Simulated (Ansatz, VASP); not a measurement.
# WC in VASP and in Ansatz

The input INCAR:

```
PREC = Accurate
ENCUT = 520
EDIFF = 1E-6
ISMEAR = 0
SIGMA = 0.15
LREAL = F
LASPH = T
NELM = 100
ALGO = Normal
ISIF = 2
LWAVE = F
LCHARG = F
GGA = PS
NBANDS = 16
```

Contents of KPOINTS:

```
Automatic mesh
0
Gamma
  6 6 6
```

File POSCAR:

```
WC
1.0
    2.9005014360      0.0000000000      0.0000000000
   -1.4502507180      2.5119079273      0.0000000000
    0.0000000000      0.0000000000      2.8290000000
W C
1 1
Direct
   -0.0865212091     -0.0633379210     -0.0795334040
    0.6666666667      0.3333333333      0.5000000000
```

Input for Ansatz:

```yaml
crystal:
  lattice:
    - [2.900501436, 0.0, 0.0]
    - [-1.450250718, 2.5119079273, 0.0]
    - [0.0, 0.0, 2.829]
  atoms:
    - { symbol: W, position: [-0.0865212091, -0.063337921, -0.079533404] }
    - { symbol: C, position: [0.6666666667, 0.3333333333, 0.5] }
basis:
  ecutwfc: 420
kpoints:
  mp_grid: { grid: [6, 6, 6] }
hamiltonian:
  xc: pbesol
scf:
  occupations: { method: gaussian, width: 0.15 }
output:
  forces: true
  stress: true
  eigenvalues: true
```

Alike in both runs: task single point; functional PBEsol; k mesh 6 × 6 × 6; occupations gaussian, width 0.15 eV; no spin polarisation.

```csv
,VASP,Ansatz
version,VASP 6.6.1,Ansatz 0.2.0
potentials or method,"VASP PAW PBE potentials, release 64 (W_sv, C), cutoff 520 eV","scalar-relativistic, plane waves, PAW"
valence electrons in the cell,18,18
```

Ansatz gave:

| Quantity | Value |
| --- | --- |
| gap on the k mesh at the Fermi level (eV) | none |
| pressure (GPa) | 18.4 |
| traceless stress, the component that is largest in VASP (GPa) | 14.29 |
| rms of the force components (eV/Å) | 3.025 |

**Question.** What did VASP give for the same quantities?

**Answer.** gap on the k mesh at the Fermi level (eV): none; pressure (GPa): 19.9; traceless stress, the component that is largest in VASP (GPa): 14.42; rms of the force components (eV/Å): 3.055.

VASP's potentials were made for PBE, not for PBEsol. Atom by atom the forces differ by 0.032 eV/Å (rms over components). A gap of «none» marks a metal or a gap that the smearing closes.

The k mesh is coarse, so the values compare programs but aren't converged. Spin-orbit coupling is off throughout.
